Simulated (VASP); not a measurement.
# BaTiO3: single point with r2SCAN

The system is BaTiO3.

```
Ba Ti O
1.0
     3.93232    0.00000    0.00000
     0.00000    3.93232    0.00000
     0.00000    0.00000    4.17925
Ba Ti O
1 1 3
Cartesian
  1.9662 1.9662 2.4591
  0.0000 0.0000 0.4488
  0.0000 1.9662 0.2563
  1.9662 0.0000 0.2563
  0.0000 0.0000 2.2633
```

This cell differs from its parent crystal: epitaxial xy strain -1.0%.

* Program: VASP 6.6.1
* Task: single point
* Functional: r2SCAN
* Potentials or basis: VASP PAW PBE potentials, release 64 (Ba_sv, Ti_sv, O)
* Cutoff: 520 eV
* k mesh: 6 × 6 × 6
* Occupations: gaussian, width 0.01 eV
* Spin: non-collinear spin, zero start, spin-orbit coupling
* Starting moments: [[0.0, 0.0, 0.0], [0.0, 0.0, 0.0], [0.0, 0.0, 0.0], [0.0, 0.0, 0.0], [0.0, 0.0, 0.0]] μB
* Dipole correction: no
* Further INCAR settings: ALGO = Normal; EDIFF = 1e-06; NBANDS = 55

The pressure is 3.9 GPa. The largest force is 0.174 eV/Å, the net moment is 0.00 μB per cell and the valence electrons inside the program's atomic spheres are Ba 7.99; Ti 10.24; O 5.08, 5.07 (each value once).

Forces on the atoms (eV/Å):
```
Ba   0.000  0.000 -0.033
Ti   0.000  0.000 -0.174
O    0.000  0.000  0.022
O    0.000  0.000  0.022
O    0.000  0.000  0.164
```

Stress tensor (GPa, compression positive):
```
4.80 0.00 0.00
0.00 4.80 0.00
0.00 0.00 1.98
```

Moments on the atoms (μB; x, y, z):
```
Ba  0.00 0.00 0.00
Ti  0.00 0.00 0.00
O   0.00 0.00 0.00
O   0.00 0.00 0.00
O   0.00 0.00 0.00
```

Run time: 51 min on 1 thread of Oxide Virtual Turin-like Processor, with other jobs on the host, peak memory 0.52 GiB.

Caveat: the cell differs from its parent crystal (epitaxial xy strain -1.0%); the cell stands under pressure; the PAW data sets were made with another functional, which shifts forces and pressure a little.
